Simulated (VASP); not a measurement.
Write the native input for VASP 6.6.1 that does the following.

| Item | Value |
| --- | --- |
| Task | single point |
| Functional | PBEsol |
| Potentials or basis | VASP PAW PBE potentials, release 64 (Co, Si) |
| Cutoff | 520 eV |
| k mesh | 14 × 14 × 14 |
| Occupations | gaussian, width 0.1 eV |
| Spin | no spin polarisation |
| Dipole correction | no |
| Further INCAR settings | ALGO = Normal; EDIFF = 1e-06; NBANDS = 16 |

The structure of CoSi2 lies in POSCAR:

```
CoSi2
1.0
    0.0000000000      2.6516187007      2.6516187007
    2.6516187007      0.0000000000      2.6516187007
    2.6516187007      2.6516187007      0.0000000000
Co Si
1 2
Direct
    0.0000000000      0.0000000000      0.0000000000
    0.2500000000      0.2500000000      0.2500000000
    0.7500000000      0.7500000000      0.7500000000
```

One way to write it, as run:

INCAR

```
SYSTEM = CoSi2
PREC     = Accurate       ! precision mode
ENCUT    = 520            ! plane-wave cutoff, eV
EDIFF    = 1E-6           ! SCF threshold, eV
ISMEAR   = 0              ! smearing method
SIGMA    = 0.1            ! smearing width, eV
LREAL    = .FALSE.        ! projectors in reciprocal space
LASPH    = .TRUE.         ! aspherical terms in the spheres
NELM     = 100            ! most SCF steps
ALGO     = Normal         ! electronic algorithm
ISIF     = 2              ! what is computed and relaxed
LWAVE    = .FALSE.        ! write WAVECAR
LCHARG   = .FALSE.        ! write CHGCAR
GGA      = PS             ! functional
NBANDS   = 16             ! bands
```

KPOINTS

```
Automatic mesh
0
G
  14 14 14
  0 0 0
```

Potentials or basis: VASP PAW PBE potentials, release 64 (Co, Si).

Launch:

```bash
$ cat potpaw_PBE.64/Co/POTCAR potpaw_PBE.64/Si/POTCAR > POTCAR
$ mpirun -np 1 vasp_std > vasp.out
```

It gave:

```json
{
 "Pressure": "1.1 GPa",
 "Band gap on the k mesh": "zero (an odd number of electrons rules out a gap without spin polarisation)"
}
```

Caveat: the PAW data sets were made with another functional, which shifts forces and pressure a little; the run has no spin polarisation, though such a crystal can be magnetic.

Run time: 45 s on 1 thread of Intel(R) Xeon(R) Platinum 8488C (Sapphire Rapids), on a shared host, peak memory 0.19 GiB.
